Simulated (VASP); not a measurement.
# GaP (F-43m) in VASP: notebook

GaP is run at these levels: PBE; tasks: single point.

Everything below comes from runs of VASP 6.6.1. Logs are shortened: lines on timing, memory, paths and dates and some standing lists are left out, and cuts for length are marked.

**Experimental background.**

“Stacking defects in GaP nanowires: Electronic structure and optical properties”, 2018, arxiv:1810.01194 quotes, for a bulk crystal of GaP at 10 K: band gap 2.34 eV (indirect).

The results are compared with them further down.

## Step 1: The cell of the first run

It takes space group F-43m (No. 216, cubic). Conventional cell: a = 5.393 Å, b = 5.393 Å, c = 5.393 Å, α = 90.00°, β = 90.00°, γ = 90.00°. Ga (site symmetry -43m) has 4 P at 2.34 Å within 3.1 Å. Within 3.1 Å of P (site symmetry -43m) lie 4 Ga at 2.34 Å.

## Step 2: Single point, PBE (volume changed by -6%)

File INCAR:

```
  PREC = Accurate
  ENCUT = 500
  EDIFF = 1E-6
  ISMEAR = 0
  SIGMA = 0.01
  LREAL = False
  LASPH = True
  NELM = 120
  ALGO = Normal
  ISIF = 2
  LWAVE = False
  LCHARG = False
  GGA = PE
  NBANDS = 16
  GGA_COMPAT = False
```

File KPOINTS:

```
regular mesh
0
Gamma
  6 6 6
```

File POSCAR:

```
GaP
1.0
    0.0000000000      2.6963468267      2.6963468267
    2.6963468267      0.0000000000      2.6963468267
    2.6963468267      2.6963468267      0.0000000000
Ga P
1 1
Direct
    0.0000000000      0.0000000000      0.0000000000
    0.2500000000      0.2500000000      0.2500000000
```

Potentials or basis: VASP PAW PBE potentials, release 64 (Ga_d, P).

Run with:

```bash
cat potpaw_PBE.64/Ga_d/POTCAR potpaw_PBE.64/P/POTCAR > POTCAR
mpirun -np 1 vasp_std > vasp.out
```

OUTCAR:

```text
PREC = Accurate
   ENCUT = 500
   EDIFF = 1E-6
   ISMEAR = 0
   LREAL = False
   LASPH = True
   NELM = 120
   ISIF = 2
   GGA = PE

 ion  position               nearest neighbor table
   1  0.000  0.000  0.000-   2 2.34   2 2.34   2 2.34   2 2.34
   2  0.250  0.250  0.250-   1 2.34   1 2.34   1 2.34   1 2.34

  LATTYP: Found a face centered cubic cell.
 ALAT       =     5.3926936534

  Lattice vectors:

 A1 = (   0.0000000000,   2.6963468267,   2.6963468267)
 A2 = (   2.6963468267,   0.0000000000,   2.6963468267)
 A3 = (   2.6963468267,   2.6963468267,   0.0000000000)

Analysis of symmetry for initial positions (statically):
=====================================================================
 Subroutine PRICEL returns:
 Original cell was already a primitive cell.

 Routine SETGRP: Setting up the symmetry group for a
 face centered cubic supercell.

 Subroutine GETGRP returns: Found 24 space group operations
 (whereof 24 operations were pure point group operations)
 out of a pool of 48 trial point group operations.

The static configuration has the point symmetry T_d .

Analysis of symmetry for dynamics (positions and initial velocities):
=====================================================================
 Subroutine PRICEL returns:
 Original cell was already a primitive cell.

 Routine SETGRP: Setting up the symmetry group for a
 face centered cubic supercell.

 Subroutine GETGRP returns: Found 24 space group operations
 (whereof 24 operations were pure point group operations)
 out of a pool of 48 trial point group operations.

The dynamic configuration has the point symmetry T_d .

 Subroutine INISYM returns: Found 24 space group operations
 (whereof 24 operations are pure point group operations),
 and found     1 'primitive' translations

----------------------------------------------------------------------------------------

                                     Primitive cell

  volume of cell :      39.2064

  direct lattice vectors                    reciprocal lattice vectors
     0.000000000  2.696346827  2.696346827    -0.185436085  0.185436085  0.185436085
     2.696346827  0.000000000  2.696346827     0.185436085 -0.185436085  0.185436085
     2.696346827  2.696346827  0.000000000     0.185436085  0.185436085 -0.185436085

  length of vectors
     3.813210251  3.813210251  3.813210251     0.321184721  0.321184721  0.321184721

  position of ions in fractional coordinates (direct lattice)
     0.000000000  0.000000000  0.000000000
     0.250000000  0.250000000  0.250000000

  ion indices of the primitive-cell ions
   primitive index   ion index
                 1           1
                 2           2

----------------------------------------------------------------------------------------

 KPOINTS: regular mesh

Automatic generation of k-mesh.
 Grid dimensions read from file:
 generate k-points for:    6    6    6

 Generating k-lattice:

  Cartesian coordinates                     Fractional coordinates (reciprocal lattice)
    -0.030906014  0.030906014  0.030906014     0.166666667  0.000000000  0.000000000
     0.030906014 -0.030906014  0.030906014     0.000000000  0.166666667  0.000000000
     0.030906014  0.030906014 -0.030906014     0.000000000  0.000000000  0.166666667

  Length of vectors
     0.053530787  0.053530787  0.053530787

  Shift w.r.t. Gamma in fractional coordinates (k-lattice)
     0.000000000  0.000000000  0.000000000

 Subroutine IBZKPT returns following result:
 ===========================================

 Found     16 irreducible k-points:

 Following reciprocal coordinates:
            Coordinates               Weight
  0.000000  0.000000  0.000000      1.000000
  0.166667  0.000000  0.000000      8.000000
  0.333333  0.000000  0.000000      8.000000
  0.500000  0.000000  0.000000      4.000000
  0.166667  0.166667  0.000000      6.000000
  0.333333  0.166667  0.000000     24.000000
[... 8 lines left out ...]
 -0.333333  0.333333  0.166667     24.000000
 -0.333333  0.500000  0.166667     12.000000
   k-points           NKPTS =     16   k-points in BZ     NKDIM =     16   number of bands    NBANDS=     16
   number of dos      NEDOS =    301   number of ions     NIONS =      2
   total plane-waves  NPLWV =  21952
   dimension x,y,z NGX =    28 NGY =   28 NGZ =   28
   dimension x,y,z NGXF=    56 NGYF=   56 NGZF=   56
   ions per type =               1   1
   NGX,Y,Z   is equivalent  to a cutoff of  12.21, 12.21, 12.21 a.u.
   NGXF,Y,Z  is equivalent  to a cutoff of  24.41, 24.41, 24.41 a.u.
 SYSTEM =  unknown system
   PREC   = accura    normal or accurate (medium, high low for compatibility)
   ISTART =      0    job   : 0-new  1-cont  2-samecut
   ICHARG =      2    charge: 1-file 2-atom 10-const
   ISPIN  =      1    spin polarized calculation?
   LNONCOLLINEAR =      F non collinear calculations
   LSORBIT =      F    spin-orbit coupling
   LASPH  =      T    aspherical Exc in radial PAW
   ENCUT  =  500.0 eV  36.75 Ry    6.06 a.u.   6.95  6.95  6.95*2*pi/ulx,y,z
   NELM   =    120;   NELMIN=  2; NELMDL= -5     # of ELM steps
   EDIFF  = 0.1E-05   stopping-criterion for ELM
   LREAL  =      F    real-space projection
   EDIFFG = 0.1E-04   stopping-criterion for IOM
   NSW    =      0    number of steps for IOM
   IBRION =     -1    ionic relax: 0-MD 1-quasi-New 2-CG
   NFREE  =      0    steps in history (QN), initial steepest desc. (CG)
   ISIF   =      2    stress and relaxation
   ISYM   =      2    0-nonsym 1-usesym 2-fastsym
   POTIM  = 0.5000    time-step for ionic-motion
   TEBEG  =    0.0;   TEEND  =   0.0 temperature during run
   PSTRESS=    0.0 pullay stress
   NELECT =      18.0000    total number of electrons
   NUPDOWN=      -1.0000    fix difference up-down
   EMIN   =  10.00;   EMAX   =-10.00  energy-range for DOS
   EFERMI =   0.00;   METHOD = LEGACY
   ISMEAR =     0;   SIGMA  =   0.01  broadening in eV -4-tet -1-fermi 0-gaus
   EFERMI_NEDOS =   21; number of points for ismear=-14 and -15
   IALGO  =     38    algorithm
   IMIX   =      4    mixing-type and parameters
     AMIX     =   0.40;   BMIX     =  1.00
     AMIX_MAG =   1.60;   BMIX_MAG =  1.00
  volume/ion in A,a.u.               =      19.60       132.29
  Fermi-wavevector in a.u.,A,eV,Ry     =   1.262932  2.386595 21.701249  1.594997
  Thomas-Fermi vector in A             =   2.396315
   LORBIT       =      0    0 simple, 1 ext, 2 COOP (PROOUT), +10 PAW based schemes
   GGA     = PE    functional components
   LHFCALC =     F    Hartree Fock is set to
   AEXX    =    0.0000 exact exchange contribution
   IVDW    =     0    specifies the selected vdW correction
   LEPSILON=     F    determine dielectric tensor
   LRPA    =     F    only Hartree local field effects (RPA)
 non-spin polarized calculation
 Gauss-broadening in eV      SIGMA  =   0.01
  energy-cutoff  :      500.00
  volume of cell :       39.21
 maximum number of plane-waves:      1018
   NGX = 13   NGY = 13   NGZ = 13

 number of electron      17.9999999 magnetization

 Free energy of the ion-electron system (eV)
  ---------------------------------------------------
  ext. energy  EPLUGINS =         0.00000000
  ---------------------------------------------------
  free energy    TOTEN  =        -9.07062801 eV

  energy without entropy =       -9.07062801  energy(sigma->0) =       -9.07062801

 E-fermi :   5.0610     XC(G=0):  -9.9766

 val. band max:        4.9912743398   @ k =   0.0000   0.0000   0.0000
 cond. band min:       6.5731208684   @ k =   0.5000   0.5000   0.0000
 fundamental gap:      1.5818465286
 Fermi energy:         5.0609583688

 k-point     1 :       0.0000    0.0000    0.0000
  band No.  band energies     occupation
      1      -9.6244      2.00000
      2      -9.6244      2.00000
      3      -9.6244      2.00000
      4      -9.5147      2.00000
      5      -9.5147      2.00000
      6      -7.7472      2.00000
[... 8 lines left out ...]
     15      14.8188      0.00000
     16      14.8188      0.00000

 k-point     2 :       0.1667    0.0000    0.0000
  band No.  band energies     occupation
      1      -9.6511      2.00000
      2      -9.6157      2.00000
      3      -9.6157      2.00000
      4      -9.5146      2.00000
      5      -9.5146      2.00000
      6      -7.3753      2.00000
[... 8 lines left out ...]
     15      13.9765      0.00000
     16      15.1842      0.00000

 k-point     3 :       0.3333    0.0000    0.0000
  band No.  band energies     occupation
      1      -9.6968      2.00000
      2      -9.6018      2.00000
      3      -9.6018      2.00000
      4      -9.5106      2.00000
      5      -9.5106      2.00000
      6      -6.3842      2.00000
[... 8 lines left out ...]
     15      14.6905      0.00000
     16      14.7985      0.00000

 k-point     4 :       0.5000    0.0000    0.0000
  band No.  band energies     occupation
      1      -9.7171      2.00000
      2      -9.5970      2.00000
      3      -9.5970      2.00000
      4      -9.5064      2.00000
      5      -9.5064      2.00000
      6      -5.5729      2.00000
[... 8 lines left out ...]
     15      16.7782      0.00000
     16      16.7782      0.00000
[... 172 lines left out ...]
 k-point    14 :       0.5000    0.3333    0.1667
  band No.  band energies     occupation
      1      -9.7217      2.00000
      2      -9.5863      2.00000
      3      -9.5740      2.00000
      4      -9.5308      2.00000
      5      -9.5026      2.00000
      6      -5.5726      2.00000
[... 8 lines left out ...]
     15      17.0083      0.00000
     16      18.4691      0.00000

 k-point    15 :      -0.3333    0.3333    0.1667
  band No.  band energies     occupation
      1      -9.7283      2.00000
      2      -9.5863      2.00000
      3      -9.5666      2.00000
      4      -9.5269      2.00000
      5      -9.5062      2.00000
      6      -4.8755      2.00000
[... 8 lines left out ...]
     15      17.6627      0.00000
     16      17.9668      0.00000

 k-point    16 :      -0.3333    0.5000    0.1667
  band No.  band energies     occupation
      1      -9.7399      2.00000
      2      -9.5736      2.00000
      3      -9.5582      2.00000
      4      -9.5377      2.00000
      5      -9.5001      2.00000
      6      -4.5516      2.00000
[... 8 lines left out ...]
     15      17.0406      0.00000
     16      18.8085      0.00000

------------------------ aborting loop because EDIFF is reached ----------------------------------------

  FORCE on cell =-STRESS in cart. coord.  units (eV):
  Direction    XX          YY          ZZ          XY          YZ          ZX
  --------------------------------------------------------------------------------------
  -------------------------------------------------------------------------------------
  Total        1.3328471      1.3328471      1.3328471      0.0000000      0.0000000     -0.0000000
  in kB       54.4670233     54.4670233     54.4670233      0.0000000      0.0000000     -0.0000000
  external PRESSURE =      54.4670233 kB  Pullay stress =       0.0000000 kB

 VOLUME and BASIS-vectors are now :
 -----------------------------------------------------------------------------
  energy-cutoff  :      500.00
  volume of cell :       39.21
      direct lattice vectors                 reciprocal lattice vectors
     0.000000000  2.696346827  2.696346827    -0.185436085  0.185436085  0.185436085
     2.696346827  0.000000000  2.696346827     0.185436085 -0.185436085  0.185436085
     2.696346827  2.696346827  0.000000000     0.185436085  0.185436085 -0.185436085

 POSITION                                       TOTAL-FORCE (eV/Angst)
 -----------------------------------------------------------------------------------
      0.00000      0.00000      0.00000        -0.000000     -0.000000     -0.000000
      1.34817      1.34817      1.34817         0.000000      0.000000      0.000000
 -----------------------------------------------------------------------------------
    total drift:                                0.000000      0.000000      0.000001

  FREE ENERGIE OF THE ION-ELECTRON SYSTEM (eV)
  ---------------------------------------------------
  free  energy   TOTEN  =        -9.0706280108 eV

  energy  without entropy=       -9.0706280108  energy(sigma->0) =       -9.07062801
```

Wall time 11 s (1 thread of AMD EPYC 7R43 (Zen 3), shared host); peak memory 0.12 GiB.

Results:

* Free energy: -9.0706 eV
* Pressure: 5.4 GPa
* Band gap on the k mesh: 1.58 eV, indirect (least direct gap 2.09 eV)

Levels at points of the mesh, in eV from the valence-band top:
```csv
k point,band 7,band 8,band 9,band 10,band 11,band 12
"(0.00, 0.00, 0.00)",0.00,0.00,0.00,2.09,3.88,3.88
"(0.50, 0.00, 0.00)",-6.82,-1.17,-1.17,1.77,4.71,4.71
"(0.50, 0.50, 0.00)",-6.91,-2.80,-2.80,1.58,1.79,10.83
```

Caveat: the cell differs from its parent crystal (volume changed by -6%).

## Step 3: Single point, PBE

This run uses another cell than the first one, of 20.85 Å³/atom, 1.064 times its volume.

File INCAR:

```
SYSTEM = GaP
  PREC = Accurate
  ENCUT = 500
  EDIFF = 1E-6
  ISMEAR = 0
  SIGMA = 0.01
  LREAL = .FALSE.
  LASPH = .TRUE.
  NELM = 120
  ALGO = Normal
  ISIF = 2
  LWAVE = .FALSE.
  LCHARG = .FALSE.
  GGA = PE
  NBANDS = 16
  GGA_COMPAT = .FALSE.
```

File KPOINTS:

```
Automatic mesh
0
G
  6 6 6
  0 0 0
```

File POSCAR:

```
GaP
1.0
    0.0000000000      2.7525368139      2.7525368139
    2.7525368139      0.0000000000      2.7525368139
    2.7525368139      2.7525368139      0.0000000000
Ga P
1 1
Direct
    0.0000000000      0.0000000000      0.0000000000
    0.2500000000      0.2500000000      0.2500000000
```

Potentials or basis: VASP PAW PBE potentials, release 64 (Ga_d, P).

Run with:

```bash
cat potpaw_PBE.64/Ga_d/POTCAR potpaw_PBE.64/P/POTCAR > POTCAR
mpirun -np 1 vasp_std > vasp.out
```

OUTCAR:

```text
SYSTEM = GaP
   PREC = Accurate
   ENCUT = 500
   EDIFF = 1E-6
   ISMEAR = 0
   LREAL = .FALSE.
   LASPH = .TRUE.
   NELM = 120
   ISIF = 2
   GGA = PE

 ion  position               nearest neighbor table
   1  0.000  0.000  0.000-   2 2.38   2 2.38   2 2.38   2 2.38
   2  0.250  0.250  0.250-   1 2.38   1 2.38   1 2.38   1 2.38

  LATTYP: Found a face centered cubic cell.
 ALAT       =     5.5050736278

  Lattice vectors:

 A1 = (   0.0000000000,   2.7525368139,   2.7525368139)
[... 478 lines left out ...]

------------------------ aborting loop because EDIFF is reached ----------------------------------------

  FORCE on cell =-STRESS in cart. coord.  units (eV):
  Direction    XX          YY          ZZ          XY          YZ          ZX
  --------------------------------------------------------------------------------------
  -------------------------------------------------------------------------------------
  Total       -0.0049190     -0.0049190     -0.0049190     -0.0000000     -0.0000000      0.0000000
  in kB       -0.1889567     -0.1889567     -0.1889567     -0.0000000     -0.0000000      0.0000000
  external PRESSURE =      -0.1889567 kB  Pullay stress =       0.0000000 kB

 VOLUME and BASIS-vectors are now :
 -----------------------------------------------------------------------------
  energy-cutoff  :      500.00
  volume of cell :       41.71
      direct lattice vectors                 reciprocal lattice vectors
     0.000000000  2.752536814  2.752536814    -0.181650613  0.181650613  0.181650613
     2.752536814  0.000000000  2.752536814     0.181650613 -0.181650613  0.181650613
     2.752536814  2.752536814  0.000000000     0.181650613  0.181650613 -0.181650613

 POSITION                                       TOTAL-FORCE (eV/Angst)
 -----------------------------------------------------------------------------------
      0.00000      0.00000      0.00000         0.000000      0.000000      0.000000
      1.37627      1.37627      1.37627        -0.000000     -0.000000     -0.000000
 -----------------------------------------------------------------------------------
    total drift:                                0.000001      0.000001      0.000001

  FREE ENERGIE OF THE ION-ELECTRON SYSTEM (eV)
  ---------------------------------------------------
  free  energy   TOTEN  =        -9.1118881772 eV

  energy  without entropy=       -9.1118881772  energy(sigma->0) =       -9.11188818
```

Wall time 11 s (1 thread of AMD EPYC 7R43 (Zen 3), shared host); peak memory 0.12 GiB.

What came out:

```
Free energy            : -9.1119 eV
Pressure               : 0.0 GPa
Band gap on the k mesh : 1.58 eV, direct
```

## Step 4: Single point, PBE (volume changed by -3%)

File INCAR:

```
SYSTEM = GaP
  PREC = Accurate
  ENCUT = 500
  EDIFF = 1E-6
  ISMEAR = 0
  SIGMA = 0.01
  LREAL = .False.
  LASPH = .True.
  NELM = 120
  ALGO = Normal
  ISIF = 2
  LWAVE = .False.
  LCHARG = .False.
  GGA = PE
  NBANDS = 16
  GGA_COMPAT = .False.
```

File KPOINTS:

```
Automatic mesh
0
Gamma
  6 6 6
  0 0 0
```

File POSCAR:

```
GaP
1.0
    0.0000000000      2.7247315107      2.7247315107
    2.7247315107      0.0000000000      2.7247315107
    2.7247315107      2.7247315107      0.0000000000
Ga P
1 1
Direct
    0.0000000000      0.0000000000      0.0000000000
    0.2500000000      0.2500000000      0.2500000000
```

Run with:

```bash
cat potpaw_PBE.64/Ga_d/POTCAR potpaw_PBE.64/P/POTCAR > POTCAR
mpirun -np 1 vasp_std > vasp.out
```

Run time: 11 s. Hardware: 1 thread of AMD EPYC 7R43 (Zen 3), shared host; peak memory 0.12 GiB.

Results (log left out):

```
Free energy            : -9.1019 eV
Pressure               : 2.5 GPa
Band gap on the k mesh : 1.65 eV, indirect (least direct gap 1.83 eV)
```

Levels at points of the mesh, in eV from the valence-band top:
| k point | band 7 | band 8 | band 9 | band 10 | band 11 | band 12 |
| --- | --- | --- | --- | --- | --- | --- |
| (0.00, 0.00, 0.00) | 0.00 | 0.00 | 0.00 | 1.83 | 3.88 | 3.88 |
| (0.50, 0.00, 0.00) | -6.64 | -1.12 | -1.12 | 1.67 | 4.72 | 4.72 |
| (0.50, 0.50, 0.00) | -6.76 | -2.69 | -2.69 | 1.65 | 1.82 | 10.60 |

Caveat: the cell differs from its parent crystal (volume changed by -3%).

## Step 5: Single point, PBE (volume changed by +3%)

File INCAR:

```
  ALGO = Normal
  EDIFF = 1E-6
  ENCUT = 500
  GGA = PE
  GGA_COMPAT = False
  ISIF = 2
  ISMEAR = 0
  LASPH = True
  LCHARG = False
  LREAL = False
  LWAVE = False
  NBANDS = 16
  NELM = 120
  PREC = Accurate
  SIGMA = 0.01
```

File KPOINTS:

```
k-points
0
Gamma
  6 6 6
```

File POSCAR:

```
GaP
1.0
    0.0000000000      2.7797914262      2.7797914262
    2.7797914262      0.0000000000      2.7797914262
    2.7797914262      2.7797914262      0.0000000000
Ga P
1 1
Direct
    0.0000000000      0.0000000000      0.0000000000
    0.2500000000      0.2500000000      0.2500000000
```

Run with:

```bash
cat potpaw_PBE.64/Ga_d/POTCAR potpaw_PBE.64/P/POTCAR > POTCAR
mpirun -np 1 vasp_std > vasp.out
```

Wall time 12 s (1 thread of AMD EPYC 7R43 (Zen 3), shared host); peak memory 0.13 GiB.

The run converged. Its results:

- Free energy: -9.1038 eV
- Pressure: -2.1 GPa
- Band gap on the k mesh: 1.34 eV, direct

Levels at points of the mesh, in eV from the valence-band top:
```
           k point  band 6  band 7  band 8  band 9  band 10  band 11  band 12  band 13
(0.00, 0.00, 0.00)  -12.06    0.00    0.00    0.00     1.34     3.89     3.89     3.89
(0.50, 0.00, 0.00)  -10.18   -6.31   -1.03   -1.03     1.49     4.73     4.73     8.16
(0.50, 0.50, 0.00)   -9.36   -6.49   -2.48   -2.48     1.77     1.86    10.15    10.15
```

Caveat: the cell differs from its parent crystal (volume changed by +3%). A k mesh can miss the band edges.

## Step 6: The runs side by side

| cell | gap on the mesh (eV) | pressure (GPa) |
| --- | --- | --- |
| a = 3.813 Å, angles 60.0°, 2 atoms | 1.58 | 5.4 |
| a = 3.893 Å, angles 60.0°, 2 atoms | 1.58 | 0.0 |
| a = 3.853 Å, angles 60.0°, 2 atoms | 1.65 | 2.5 |
| a = 3.931 Å, angles 60.0°, 2 atoms | 1.34 | -2.1 |

Alike in all rows: task single point; level PBE; potentials or basis VASP PAW PBE potentials, release 64 (Ga_d, P); no spin polarisation; k mesh 6 × 6 × 6; cutoff (eV) 500; smearing gaussian 0.01 eV.

Total energies depend on the potentials used, so only differences within one code and one set of settings carry meaning.

## Step 7: Comparison with measurements

Step 3. Measured gap of GaP: 2.34 eV (indirect; 10 K; quoted in “Stacking defects in GaP nanowires: Electronic structure and optical properties”, 2018, arxiv:1810.01194). This calculation gives 1.58 eV (-0.76 eV). Spin-orbit coupling on Ga is left out. The value is that of PBE on a finite k mesh, which can miss the band edges, without temperature or zero-point motion. Semilocal functionals fall short of measured gaps as a rule.
